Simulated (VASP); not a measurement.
# GaN (F-43m) in VASP: further runs

Runs on GaN. Level: PBEsol. Tasks: single point.

Program: VASP 6.6.1. These are calculated values, not measurements. Logs are shortened: lines on timing, memory, paths and dates and some standing lists are left out, and cuts for length are marked.

### 1 The cell of the first run

The structure is cubic, space group F-43m (No. 216). The conventional cell has a = 4.547 Å, b = 4.547 Å, c = 4.547 Å, α = 90.00°, β = 90.00°, γ = 90.00°. Ga (site symmetry -43m) has 4 N at 1.97 Å within 2.6 Å. Within 2.6 Å of N (site symmetry -43m) lie 4 Ga at 1.97 Å.

### 2 Single point, PBEsol

Contents of INCAR:

```
SYSTEM = GaN
  PREC = Accurate
  ENCUT = 520
  EDIFF = 1E-6
  ISMEAR = 0
  SIGMA = 0.01
  LREAL = .FALSE.
  LASPH = .TRUE.
  NELM = 100
  ALGO = Normal
  ISIF = 2
  LWAVE = .FALSE.
  LCHARG = .FALSE.
  GGA = PS
  NBANDS = 16
```

Contents of KPOINTS:

```
regular mesh
0
G
  8 8 8
  0 0 0
```

Contents of POSCAR:

```
GaN
1.0
    0.0000000000      2.2733566574      2.2733566574
    2.2733566574      0.0000000000      2.2733566574
    2.2733566574      2.2733566574      0.0000000000
Ga N
1 1
Direct
    0.0000000000      0.0000000000      0.0000000000
    0.7500000000      0.7500000000      0.7500000000
```

Potentials or basis: VASP PAW PBE potentials, release 64 (Ga_d, N).

Launch:

```bash
$ cat potpaw_PBE.64/Ga_d/POTCAR potpaw_PBE.64/N/POTCAR > POTCAR
$ mpirun -np 1 vasp_std > vasp.out
```

OUTCAR:

```text
SYSTEM = GaN
   PREC = Accurate
   ENCUT = 520
   EDIFF = 1E-6
   ISMEAR = 0
   LREAL = .FALSE.
   LASPH = .TRUE.
   NELM = 100
   ISIF = 2
   GGA = PS

 ion  position               nearest neighbor table
   1  0.000  0.000  0.000-   2 1.97   2 1.97   2 1.97   2 1.97
   2  0.750  0.750  0.750-   1 1.97   1 1.97   1 1.97   1 1.97

  LATTYP: Found a face centered cubic cell.
 ALAT       =     4.5467133148

  Lattice vectors:

 A1 = (   0.0000000000,   2.2733566574,   2.2733566574)
 A2 = (   2.2733566574,   0.0000000000,   2.2733566574)
 A3 = (   2.2733566574,   2.2733566574,   0.0000000000)

Analysis of symmetry for initial positions (statically):
=====================================================================
 Subroutine PRICEL returns:
 Original cell was already a primitive cell.

 Routine SETGRP: Setting up the symmetry group for a
 face centered cubic supercell.

 Subroutine GETGRP returns: Found 24 space group operations
 (whereof 24 operations were pure point group operations)
 out of a pool of 48 trial point group operations.

The static configuration has the point symmetry T_d .

Analysis of symmetry for dynamics (positions and initial velocities):
=====================================================================
 Subroutine PRICEL returns:
 Original cell was already a primitive cell.

 Routine SETGRP: Setting up the symmetry group for a
 face centered cubic supercell.

 Subroutine GETGRP returns: Found 24 space group operations
 (whereof 24 operations were pure point group operations)
 out of a pool of 48 trial point group operations.

The dynamic configuration has the point symmetry T_d .

 Subroutine INISYM returns: Found 24 space group operations
 (whereof 24 operations are pure point group operations),
 and found     1 'primitive' translations

----------------------------------------------------------------------------------------

                                     Primitive cell

  volume of cell :      23.4981

  direct lattice vectors                    reciprocal lattice vectors
     0.000000000  2.273356657  2.273356657    -0.219939092  0.219939092  0.219939092
     2.273356657  0.000000000  2.273356657     0.219939092 -0.219939092  0.219939092
     2.273356657  2.273356657  0.000000000     0.219939092  0.219939092 -0.219939092

  length of vectors
     3.215011817  3.215011817  3.215011817     0.380945683  0.380945683  0.380945683

  position of ions in fractional coordinates (direct lattice)
     0.000000000  0.000000000  0.000000000
     0.750000000  0.750000000  0.750000000

  ion indices of the primitive-cell ions
   primitive index   ion index
                 1           1
                 2           2

----------------------------------------------------------------------------------------

 KPOINTS: regular mesh

Automatic generation of k-mesh.
 Grid dimensions read from file:
 generate k-points for:    8    8    8

 Generating k-lattice:

  Cartesian coordinates                     Fractional coordinates (reciprocal lattice)
    -0.027492387  0.027492387  0.027492387     0.125000000  0.000000000  0.000000000
     0.027492387 -0.027492387  0.027492387     0.000000000  0.125000000  0.000000000
     0.027492387  0.027492387 -0.027492387     0.000000000  0.000000000  0.125000000

  Length of vectors
     0.047618210  0.047618210  0.047618210

  Shift w.r.t. Gamma in fractional coordinates (k-lattice)
     0.000000000  0.000000000  0.000000000

 Subroutine IBZKPT returns following result:
 ===========================================

 Found     29 irreducible k-points:

 Following reciprocal coordinates:
            Coordinates               Weight
  0.000000  0.000000  0.000000      1.000000
  0.125000  0.000000  0.000000      8.000000
  0.250000  0.000000  0.000000      8.000000
  0.375000  0.000000  0.000000      8.000000
  0.500000  0.000000  0.000000      4.000000
  0.125000  0.125000  0.000000      6.000000
[... 16 lines left out ...]
  0.500000  0.250000  0.125000     48.000000
 -0.375000  0.250000  0.125000     24.000000
 [... further k-points ...]
   k-points           NKPTS =     29   k-points in BZ     NKDIM =     29   number of bands    NBANDS=     16
   number of dos      NEDOS =    301   number of ions     NIONS =      2
   total plane-waves  NPLWV =  13824
   dimension x,y,z NGX =    24 NGY =   24 NGZ =   24
   dimension x,y,z NGXF=    48 NGYF=   48 NGZF=   48
   ions per type =               1   1
   NGX,Y,Z   is equivalent  to a cutoff of  12.41, 12.41, 12.41 a.u.
   NGXF,Y,Z  is equivalent  to a cutoff of  24.82, 24.82, 24.82 a.u.
 SYSTEM =  GaN
   PREC   = accura    normal or accurate (medium, high low for compatibility)
   ISTART =      0    job   : 0-new  1-cont  2-samecut
   ICHARG =      2    charge: 1-file 2-atom 10-const
   ISPIN  =      1    spin polarized calculation?
   LNONCOLLINEAR =      F non collinear calculations
   LSORBIT =      F    spin-orbit coupling
   LASPH  =      T    aspherical Exc in radial PAW
   ENCUT  =  520.0 eV  38.22 Ry    6.18 a.u.   5.98  5.98  5.98*2*pi/ulx,y,z
   NELM   =    100;   NELMIN=  2; NELMDL= -5     # of ELM steps
   EDIFF  = 0.1E-05   stopping-criterion for ELM
   LREAL  =      F    real-space projection
   EDIFFG = 0.1E-04   stopping-criterion for IOM
   NSW    =      0    number of steps for IOM
   IBRION =     -1    ionic relax: 0-MD 1-quasi-New 2-CG
   NFREE  =      0    steps in history (QN), initial steepest desc. (CG)
   ISIF   =      2    stress and relaxation
   ISYM   =      2    0-nonsym 1-usesym 2-fastsym
   POTIM  = 0.5000    time-step for ionic-motion
   TEBEG  =    0.0;   TEEND  =   0.0 temperature during run
   PSTRESS=    0.0 pullay stress
   NELECT =      18.0000    total number of electrons
   NUPDOWN=      -1.0000    fix difference up-down
   EMIN   =  10.00;   EMAX   =-10.00  energy-range for DOS
   EFERMI =   0.00;   METHOD = LEGACY
   ISMEAR =     0;   SIGMA  =   0.01  broadening in eV -4-tet -1-fermi 0-gaus
   EFERMI_NEDOS =   21; number of points for ismear=-14 and -15
   IALGO  =     38    algorithm
   IMIX   =      4    mixing-type and parameters
     AMIX     =   0.40;   BMIX     =  1.00
     AMIX_MAG =   1.60;   BMIX_MAG =  1.00
  volume/ion in A,a.u.               =      11.75        79.29
  Fermi-wavevector in a.u.,A,eV,Ry     =   1.497918  2.830655 30.528193  2.243759
  Thomas-Fermi vector in A             =   2.609744
   LORBIT       =      0    0 simple, 1 ext, 2 COOP (PROOUT), +10 PAW based schemes
   GGA     = PS    functional components
   LHFCALC =     F    Hartree Fock is set to
   AEXX    =    0.0000 exact exchange contribution
   IVDW    =     0    specifies the selected vdW correction
   LEPSILON=     F    determine dielectric tensor
   LRPA    =     F    only Hartree local field effects (RPA)
 non-spin polarized calculation
 Gauss-broadening in eV      SIGMA  =   0.01
  energy-cutoff  :      520.00
  volume of cell :       23.50
 maximum number of plane-waves:       648
   NGX = 11   NGY = 11   NGZ = 11

 number of electron      17.9999986 magnetization

 Free energy of the ion-electron system (eV)
  ---------------------------------------------------
  ext. energy  EPLUGINS =         0.00000000
  ---------------------------------------------------
  free energy    TOTEN  =       -13.10796298 eV

  energy without entropy =      -13.10796298  energy(sigma->0) =      -13.10796298

 E-fermi :   4.9508     XC(G=0): -11.7613

 val. band max:        4.8669628693   @ k =   0.0000   0.0000   0.0000
 cond. band min:       6.3816420802   @ k =   0.0000   0.0000   0.0000
 fundamental gap:      1.5146792109
 Fermi energy:         4.9507851190

 k-point     1 :       0.0000    0.0000    0.0000
  band No.  band energies     occupation
      1     -10.8415      2.00000
      2      -8.5153      2.00000
      3      -8.5153      2.00000
      4      -8.5153      2.00000
      5      -8.2163      2.00000
      6      -8.2163      2.00000
[... 8 lines left out ...]
     15      23.3600      0.00000
     16      23.3600      0.00000

 k-point     2 :       0.1250    0.0000    0.0000
  band No.  band energies     occupation
      1     -10.6788      2.00000
      2      -8.4960      2.00000
      3      -8.4960      2.00000
      4      -8.4501      2.00000
      5      -8.2178      2.00000
      6      -8.2178      2.00000
[... 8 lines left out ...]
     15      21.8162      0.00000
     16      21.8162      0.00000

 k-point     3 :       0.2500    0.0000    0.0000
  band No.  band energies     occupation
      1     -10.3211      2.00000
      2      -8.4581      2.00000
      3      -8.4581      2.00000
      4      -8.2117      2.00000
      5      -8.2117      2.00000
      6      -8.1463      2.00000
[... 8 lines left out ...]
     15      21.4239      0.00000
     16      21.4239      0.00000

 k-point     4 :       0.3750    0.0000    0.0000
  band No.  band energies     occupation
      1     -10.0603      2.00000
      2      -8.4369      2.00000
      3      -8.4369      2.00000
      4      -8.1876      2.00000
      5      -8.1876      2.00000
      6      -7.4645      2.00000
[... 8 lines left out ...]
     15      22.7696      0.00000
     16      22.7696      0.00000
[... 324 lines left out ...]
 k-point    22 :       0.3750    0.2500    0.1250
  band No.  band energies     occupation
      1     -10.1045      2.00000
      2      -8.4172      2.00000
      3      -8.3992      2.00000
      4      -8.2900      2.00000
      5      -8.1893      2.00000
      6      -7.7908      2.00000
[... 8 lines left out ...]
     15      23.6000      0.00000
     16      25.6981      0.00000

 k-point    23 :       0.5000    0.2500    0.1250
  band No.  band energies     occupation
      1      -9.9432      2.00000
      2      -8.4125      2.00000
      3      -8.3700      2.00000
      4      -8.2595      2.00000
      5      -8.1834      2.00000
      6      -7.0989      2.00000
[... 8 lines left out ...]
     15      23.6591      0.00000
     16      25.5301      0.00000

 k-point    24 :      -0.3750    0.2500    0.1250
  band No.  band energies     occupation
      1      -9.8969      2.00000
      2      -8.4177      2.00000
      3      -8.3593      2.00000
      4      -8.2347      2.00000
      5      -8.1852      2.00000
      6      -6.6550      2.00000
[... 8 lines left out ...]
     15      23.2703      0.00000
     16      25.4676      0.00000

 [... further k-points ...]

------------------------ aborting loop because EDIFF is reached ----------------------------------------

  FORCE on cell =-STRESS in cart. coord.  units (eV):
  Direction    XX          YY          ZZ          XY          YZ          ZX
  --------------------------------------------------------------------------------------
  -------------------------------------------------------------------------------------
  Total       -0.8555988     -0.8555988     -0.8555988     -0.0000000      0.0000000      0.0000000
  in kB      -58.3375287    -58.3375287    -58.3375287     -0.0000000      0.0000000      0.0000000
  external PRESSURE =     -58.3375287 kB  Pullay stress =       0.0000000 kB

 VOLUME and BASIS-vectors are now :
 -----------------------------------------------------------------------------
  energy-cutoff  :      520.00
  volume of cell :       23.50
      direct lattice vectors                 reciprocal lattice vectors
     0.000000000  2.273356657  2.273356657    -0.219939092  0.219939092  0.219939092
     2.273356657  0.000000000  2.273356657     0.219939092 -0.219939092  0.219939092
     2.273356657  2.273356657  0.000000000     0.219939092  0.219939092 -0.219939092

 POSITION                                       TOTAL-FORCE (eV/Angst)
 -----------------------------------------------------------------------------------
      0.00000      0.00000      0.00000        -0.000000     -0.000000     -0.000000
      3.41003      3.41003      3.41003         0.000000      0.000000      0.000000
 -----------------------------------------------------------------------------------
    total drift:                               -0.000001     -0.000001     -0.000001

  FREE ENERGIE OF THE ION-ELECTRON SYSTEM (eV)
  ---------------------------------------------------
  free  energy   TOTEN  =       -13.1079629808 eV

  energy  without entropy=      -13.1079629808  energy(sigma->0) =      -13.10796298
```

Run time: 16 s. Hardware: 1 thread of Intel Xeon 6975P-C, shared host; peak memory 0.14 GiB.

What came out:

```yaml
Free_energy: -13.1080 eV
Pressure: -5.8 GPa
Band_gap_on_the_k_mesh: 1.51 eV, direct
```

Caveat: the PAW data sets were made with another functional, which shifts forces and pressure a little. Expect the measured gap to be larger: semilocal functionals such as PBEsol lack the derivative discontinuity.

### 3 Single point, PBEsol

This run uses another cell than the first one, of 12.05 Å³/atom, 1.026 times its volume.

Contents of INCAR:

```
PREC = Accurate
ENCUT = 520
EDIFF = 1E-7
ISMEAR = 0
SIGMA = 0.01
LREAL = False
LASPH = True
NELM = 80
ALGO = Normal
ISIF = 2
LWAVE = False
LCHARG = False
GGA = PS
NBANDS = 16
```

Contents of KPOINTS:

```
Automatic mesh
0
Gamma
  8 8 8
```

Contents of POSCAR:

```
GaN
1.0
    0.0000000000      2.2928714030      2.2928714030
    2.2928714030      0.0000000000      2.2928714030
    2.2928714030      2.2928714030      0.0000000000
Ga N
1 1
Direct
    0.0000000000      0.0000000000      0.0000000000
    0.7500000000      0.7500000000      0.7500000000
```

Potentials or basis: VASP PAW PBE potentials, release 64 (Ga_d, N).

Launch:

```bash
$ cat potpaw_PBE.64/Ga_d/POTCAR potpaw_PBE.64/N/POTCAR > POTCAR
$ mpirun -np 1 vasp_std > vasp.out
```

Wall time 20 s (1 thread of Intel Xeon 6975P-C, shared host); peak memory 0.14 GiB.

Results (log left out):

```yaml
Free_energy: -13.0784 eV
Pressure: -9.7 GPa
Band_gap_on_the_k_mesh: 1.35 eV, direct
```

Levels at points of the mesh, in eV from the valence-band top:
```csv
k point,band 7,band 8,band 9,band 10,band 11,band 12
"(0.00, 0.00, 0.00)",0.00,0.00,0.00,1.35,9.88,9.88
"(0.50, 0.00, 0.00)",-6.78,-0.92,-0.92,4.21,8.37,10.00
"(0.50, 0.50, 0.00)",-5.97,-2.56,-2.56,3.21,6.26,11.22
```

Caveat: the PAW data sets were made with another functional, which shifts forces and pressure a little. As with any semilocal functional, this PBEsol gap is likely too small.

### 4 Single point, PBEsol

This run uses another cell than the first one, of 12.36 Å³/atom, 1.052 times its volume.

Contents of INCAR:

```
ALGO = Normal
EDIFF = 1E-7
ENCUT = 520
GGA = PS
ISIF = 2
ISMEAR = 0
LASPH = T
LCHARG = F
LREAL = F
LWAVE = F
NBANDS = 16
NELM = 80
PREC = Accurate
SIGMA = 0.01
```

Contents of KPOINTS:

```
k-points
0
Gamma
  8 8 8
```

Contents of POSCAR:

```
GaN
1.0
    0.0000000000      2.3120595035      2.3120595035
    2.3120595035      0.0000000000      2.3120595035
    2.3120595035      2.3120595035      0.0000000000
Ga N
1 1
Direct
    0.0000000000      0.0000000000      0.0000000000
    0.7500000000      0.7500000000      0.7500000000
```

Launch:

```bash
$ cat potpaw_PBE.64/Ga_d/POTCAR potpaw_PBE.64/N/POTCAR > POTCAR
$ mpirun -np 1 vasp_std > vasp.out
```

It took 19 s on 1 thread of Intel Xeon 6975P-C, shared host; peak memory 0.14 GiB.

Results (log left out):

| Quantity | Value |
| --- | --- |
| Free energy | -13.0350 eV |
| Pressure | -13.1 GPa |
| Band gap on the k mesh | 1.19 eV, direct |

Levels at points of the mesh, in eV from the valence-band top:
| k point | band 7 | band 8 | band 9 | band 10 | band 11 | band 12 |
| --- | --- | --- | --- | --- | --- | --- |
| (0.00, 0.00, 0.00) | 0.00 | 0.00 | 0.00 | 1.19 | 9.73 | 9.73 |
| (0.50, 0.00, 0.00) | -6.63 | -0.89 | -0.89 | 4.05 | 8.25 | 9.87 |
| (0.50, 0.50, 0.00) | -5.87 | -2.48 | -2.48 | 3.20 | 6.11 | 11.05 |

Caveat: the PAW data sets were made with another functional, which shifts forces and pressure a little.

### 5 Overview

| cell | gap on the mesh (eV) | pressure (GPa) |
| --- | --- | --- |
| a = 3.215 Å, angles 60.0°, 2 atoms | 1.51 | -5.8 |
| a = 3.243 Å, angles 60.0°, 2 atoms | 1.35 | -9.7 |
| a = 3.270 Å, angles 60.0°, 2 atoms | 1.19 | -13.1 |

Alike in all rows: task single point; level PBEsol; potentials or basis VASP PAW PBE potentials, release 64 (Ga_d, N); no spin polarisation; k mesh 8 × 8 × 8; cutoff (eV) 520; smearing gaussian 0.01 eV.

Caveats: the PAW data sets were made with another functional, which shifts forces and pressure a little.

Absolute energies hang on the potentials; compare differences alone.
